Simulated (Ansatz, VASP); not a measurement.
**One calculation of H4C, two programs**

```
H C
1.0
    15.00000    0.00000    0.00000
     0.00000   15.50000    0.00000
     0.00000    0.00000   16.00000
H C
4 1
Direct
  0.50022 0.50093 0.43153
  0.43108 0.49912 0.52261
  0.53488 0.44230 0.52221
  0.53381 0.55766 0.52367
  0.50000 0.49999 0.49998
```

Alike in both runs: functional PBE; k mesh 1 × 1 × 1; occupations gaussian, width 0.005 eV; no spin polarisation.

Ansatz relaxed the structure, and its values are those at the end. VASP's run is a single point on that final structure, the one shown.

|  | VASP | Ansatz |
| --- | --- | --- |
| version | VASP 6.6.1 | Ansatz 0.2.0 |
| potentials or method | VASP PAW PBE potentials, release 64 (H, C), cutoff 520 eV | scalar-relativistic, plane waves, PAW |
| valence electrons in the cell | 8 | 8 |

```csv
,VASP,Ansatz,Ansatz less VASP
gap on the k mesh at the Fermi level (eV),8.97,8.97,-0.001
rms of the force components (eV/Å),0.010,0.003,-0.0065
```

The functional is the same, so the differences come from potentials, cutoffs and numerics.
